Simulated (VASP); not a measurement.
Set up this calculation in VASP 6.6.1, as the native input.

| Property | Result |
| --- | --- |
| Task | single point |
| Functional | PBE |
| Potentials or basis | VASP PAW PBE potentials, release 64 (Mo_sv, S) |
| Cutoff | 520 eV |
| k mesh | 10 × 10 × 3 |
| Occupations | fermi-dirac, width 0.03 eV |
| Spin | no spin polarisation |
| Dipole correction | no |
| Further INCAR settings | ALGO = Normal; EDIFF = 1e-07; NBANDS = 35 |

The structure of MoS2 lies in POSCAR:

```
MoS2
1.0
    3.1610016016      0.0000000000      0.0000000000
   -1.5805008008      2.7375076884      0.0000000000
    0.0000000000      0.0000000000     11.9261500000
Mo S
2 4
Direct
    0.3333333333      0.6666666667      0.2500000000
    0.6666666667      0.3333333333      0.7500000000
    0.3333333333      0.6666666667      0.6275000000
    0.6666666667      0.3333333333      0.1275000000
    0.3333333333      0.6666666667      0.8725000000
    0.6666666667      0.3333333333      0.3725000000
```

This cell differs from its parent crystal: zz strain of -3 %.

One way to write it, as run:

INCAR

```
ALGO = Normal ; EDIFF = 1E-7
ENCUT = 520 ; GGA = PE
ISIF = 2 ; ISMEAR = -1
LASPH = True ; LCHARG = False
LREAL = False ; LWAVE = False
NBANDS = 35 ; NELM = 60
PREC = Accurate ; SIGMA = 0.03
```

KPOINTS

```
k-points
0
Gamma
  10 10 3
```

Potentials or basis: VASP PAW PBE potentials, release 64 (Mo_sv, S).

The run is started by

```console
$ cat potpaw_PBE.64/Mo_sv/POTCAR potpaw_PBE.64/S/POTCAR > POTCAR
$ mpirun -np 1 vasp_std > vasp.out
```

Results of the run:

```json
{
 "Pressure": "14.7 GPa",
 "Largest force": "2.204 eV/Å",
 "Band gap on the k mesh": "0.48 eV, indirect (least direct gap 1.74 eV)"
}
```

Caveat: the cell differs from its parent crystal (zz strain of -3 %); this functional lacks dispersion, which binds the layers, so the pressure and a relaxed spacing across them are unreliable; forces of over 1 eV/Å act on the atoms, so gaps and moduli don't describe the material at rest.

It took 44 s on 1 thread of AMD EPYC 9R45 96-Core Processor (Zen 5) (shared host), peak memory 0.22 GiB.
